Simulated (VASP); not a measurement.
Runs of VASP 6.6.1 on B4N3. The structure is that of space group P-43m (No. 215), or close to it. The cells are those of the table. 

```tsv
task	spin	cell	k mesh	cutoff (eV)	smearing	gap on the mesh (eV)	pressure (GPa)	largest force (eV/Å)
single point	off	a = 3.606 Å, 7 atoms	6 × 6 × 6	520	gaussian 0.2 eV	none	0.2	0.01
single point	off	a = 3.609 Å, 7 atoms	4 × 4 × 4	520	gaussian 0.2 eV	none	0.2	0.01
relaxation of cell and atoms	off	relaxed from a = 3.609 Å, 7 atoms	8 × 8 × 8	600	gaussian 0.1 eV	none	0.1	-
relaxation of cell and atoms	off	relaxed from a = 3.754 Å, 7 atoms	4 × 4 × 4	600	gaussian 0.2 eV	none	0.7	-
single point	collinear, ferromagnetic start	a = 3.609 Å, 7 atoms	6 × 6 × 6	520	gaussian 0.1 eV	none	-0.1	(a)
single point	off	a = 3.606 Å, 7 atoms	8 × 8 × 8	520	gaussian 0.1 eV	none	0.2	0.01
```

Alike in all rows: level PBE; potentials or basis VASP PAW PBE potentials, release 64 (B, N).

Estimate the missing entries.

(a) 0.07.

Caveats: some runs use coarse meshes.

A gap of «none» marks levels without a gap at the run's occupations.
